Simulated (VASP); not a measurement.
Hf, 2 atoms in the cell. Symmetry: P6_3/mmc, No. 194, hexagonal system. Conventional cell: a = 3.199 Å, b = 3.199 Å, c = 5.051 Å, α = 90.00°, β = 90.00°, γ = 120.00°. Hf (site symmetry -6m2) has 12 Hf at 3.13 to 3.20 Å within 4.1 Å. 

```yaml
Program: VASP 6.6.1
Task: single point
Functional: r2SCAN
Potentials_or_basis: VASP PAW PBE potentials, release 64 (Hf_pv)
Cutoff: 520 eV
k_mesh: 11 × 11 × 6
Occupations: methfessel-paxton, width 0.2 eV
Spin: no spin polarisation
Dipole_correction: no
Further_INCAR_settings: ALGO = Normal; EDIFF = 1e-07; NBANDS = 17
```

Potentials or basis: VASP PAW PBE potentials, release 64 (Hf_pv).

Run with:

```console
$ cat potpaw_PBE.64/Hf_pv/POTCAR > POTCAR
$ cp INCAR.step1 INCAR
$ mpirun -np 1 vasp_std > vasp.out
$ cp INCAR.step2 INCAR
$ mpirun -np 1 vasp_std > vasp.out
```

Hardware: 1 thread of Intel Xeon 8259CL (shared host).

Question: Estimate the wall time of this run.

Answer: Run time: 3.8 min on 1 thread of Intel Xeon 8259CL (shared host), peak memory 0.19 GiB. Counts: k points 64.
